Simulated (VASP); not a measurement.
**RbAs4: single point with PBE**

Crystal: RbAs4.

```
CELL_PARAMETERS angstrom
2.80941 -1.67974 0.00000
2.80941 1.67974 0.00000
-1.95008 0.00000 13.49272
ATOMIC_POSITIONS crystal
Rb 0.00000 0.00000 0.00000
As 0.37530 0.37530 0.22283
As 0.81011 0.81011 0.41818
As 0.18989 0.18989 0.58182
As 0.62470 0.62470 0.77717
```

| Property | Result |
| --- | --- |
| Program | VASP 6.6.1 |
| Task | single point |
| Functional | PBE |
| Potentials or basis | VASP PAW PBE potentials, release 64 (Rb_sv, As) |
| Cutoff | 520 eV |
| k mesh | 6 × 6 × 2 |
| Occupations | gaussian, width 0.1 eV |
| Spin | no spin polarisation |
| Dipole correction | no |
| Further INCAR settings | ALGO = Normal; EDIFF = 1e-07; NBANDS = 22 |

- Pressure: -4.1 GPa
- Largest force: 0.658 eV/Å
- Band gap on the k mesh: zero (an odd number of electrons rules out a gap without spin polarisation)

Forces on the atoms (eV/Å):
```
Rb   0.000  0.000  0.000
As   0.009  0.000  0.428
As   0.131  0.000  0.644
As  -0.131  0.000 -0.644
As  -0.009  0.000 -0.428
```

Stress tensor (GPa, compression positive):
```
-3.15  0.00  0.78
 0.00 -1.20  0.00
 0.78  0.00 -8.00
```

Levels at points of the mesh, in eV from the Fermi level:
```csv
k point,band 11,band 12,band 13,band 14,band 15,band 16,band 17,band 18,band 19,band 20
"(0.00, 0.00, 0.00)",-1.08,1.28,2.15,2.40,2.91,3.32,3.32,3.52,3.59,3.81
"(0.50, 0.00, 0.00)",-3.66,-3.25,-0.79,-0.64,-0.06,0.14,1.23,1.48,1.95,2.36
"(0.50, 0.50, 0.00)",-3.75,-3.25,-1.41,-0.43,0.25,0.45,0.85,0.87,1.45,1.88
"(0.00, 0.00, 0.50)",0.05,0.60,2.15,2.41,2.88,3.24,3.42,3.55,3.65,3.73
"(0.50, 0.00, 0.50)",-3.56,-3.41,-1.32,-0.18,0.09,0.54,0.99,1.43,1.95,2.20
"(0.50, 0.50, 0.50)",-3.82,-3.08,-0.92,-0.49,-0.44,0.13,0.92,1.10,1.37,2.44
```

Wall time 110 s on 1 thread of Oxide Virtual Turin-like Processor, on a shared host, peak memory 0.22 GiB.

Caveat: the k points lie up to 0.36 Å⁻¹ apart, too coarse for converged energies and pressures of a metal.
